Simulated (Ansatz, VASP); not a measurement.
# Two plane-wave programs on PdCl4

```
Pd Cl
1.0
     3.97598   -4.53705    0.00000
     3.97598    4.53705    0.00000
     0.00000    0.00000    3.53853
Pd Cl
1 4
Direct
  0.00000 0.00000 0.00000
  0.82421 0.17579 0.50000
  0.17579 0.82421 0.50000
  0.29301 0.29301 0.00000
  0.70699 0.70699 0.00000
```

Change from the starting cell: species swapped into the OsCl4 type (Cmmm, No. 65).

Alike in both runs: task relaxation of cell and atoms; functional PBE; k mesh 6 × 6 × 10; occupations gaussian, width 0.1 eV; no spin polarisation.

|  | VASP | Ansatz |
| --- | --- | --- |
| version | VASP 6.6.1 | Ansatz 0.2.0 |
| potentials or method | VASP PAW PBE potentials, release 64 (Pd, Cl), cutoff 600 eV | scalar-relativistic, plane waves, PAW |
| valence electrons in the cell | 38 | 46 |

```csv
,VASP,Ansatz,Ansatz less VASP
"gap on the k mesh at the Fermi level, each at its own relaxed structure (eV)",none,none,-
relaxed volume (Å³/atom),25.48,25.53,+0.050
relaxed cell length with the largest relative difference (Å),3.536,3.541,+0.0043
```

A gap of «none» marks a metal or a gap that the smearing closes. VASP's potentials hold 38 valence electrons a cell and Ansatz's 46, so a difference there can come from the potentials and not from the codes.
